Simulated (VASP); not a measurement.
Set up this calculation in VASP 6.6.1, as the native input.

```yaml
Task: single point
Functional: r2SCAN
Potentials_or_basis: VASP PAW PBE potentials, release 64 (W_sv, Se)
Cutoff: 520 eV
k_mesh: 12 × 12 × 4
Occupations: gaussian, width 0.01 eV
Spin: no spin polarisation
Dipole_correction: no
Further_INCAR_settings: ALGO = Normal; EDIFF = 1e-07; NBANDS = 20
```

WSe2:

```
W Se
1.0
     3.16170    0.00000    0.00000
    -1.58085    2.73811    0.00000
     0.00000    0.00000    6.88900
W Se
1 2
Direct
  0.00000 0.00000 0.00000
  0.33333 0.66667 0.24797
  0.33333 0.66667 0.75203
```

This cell differs from its parent crystal: strain -4.1%.

These files were run (other wordings do the same):

POSCAR

```
WSe2
1.0
    3.1616982637      0.0000000000      0.0000000000
   -1.5808491319      2.7381110155      0.0000000000
    0.0000000000      0.0000000000      6.8890030931
W Se
1 2
Direct
    0.0000000000      0.0000000000      0.0000000000
    0.3333333333      0.6666666667      0.2479687316
    0.3333333333      0.6666666667      0.7520312684
```

INCAR.step1

```
SYSTEM = WSe2
  ALGO = Normal
  EDIFF = 1E-4
  ENCUT = 520
  GGA = PE
  ISMEAR = 0
  LASPH = .TRUE.
  LCHARG = .FALSE.
  LREAL = .FALSE.
  LWAVE = .TRUE.
  NBANDS = 20
  NELM = 100
  PREC = Accurate
  SIGMA = 0.01
```

INCAR.step2

```
SYSTEM = WSe2
  ALGO = Normal
  EDIFF = 1E-7
  ENCUT = 520
  ISIF = 2
  ISMEAR = 0
  ISTART = 1
  LASPH = .TRUE.
  LCHARG = .FALSE.
  LMIXTAU = .TRUE.
  LREAL = .FALSE.
  LWAVE = .FALSE.
  METAGGA = R2SCAN
  NBANDS = 20
  NELM = 100
  PREC = Accurate
  SIGMA = 0.01
```

KPOINTS

```
k-points
0
G
  12 12 4
  0 0 0
```

Potentials or basis: VASP PAW PBE potentials, release 64 (W_sv, Se).

The run is started by

```sh
$ cat potpaw_PBE.64/W_sv/POTCAR potpaw_PBE.64/Se/POTCAR > POTCAR
$ cp INCAR.step1 INCAR
$ mpirun -np 1 vasp_std > vasp.out
$ cp INCAR.step2 INCAR
$ mpirun -np 1 vasp_std > vasp.out
```

It gave:

```yaml
Pressure: 11.1 GPa
Largest_force: 0.025 eV/Å
Band_gap_on_the_k_mesh: 1.19 eV (least direct gap 2.19 eV)
```

Caveat: the cell differs from its parent crystal (strain -4.1%); the cell stands under pressure; the PAW data sets were made with another functional, which shifts forces and pressure a little; spin-orbit coupling is left out, which moves the levels of the heavy elements.

Run time: 3.7 min on 1 thread of Intel(R) Xeon(R) Platinum 8259CL CPU @ 2.50GHz (Skylake/Cascade Lake) (shared host), peak memory 0.22 GiB.
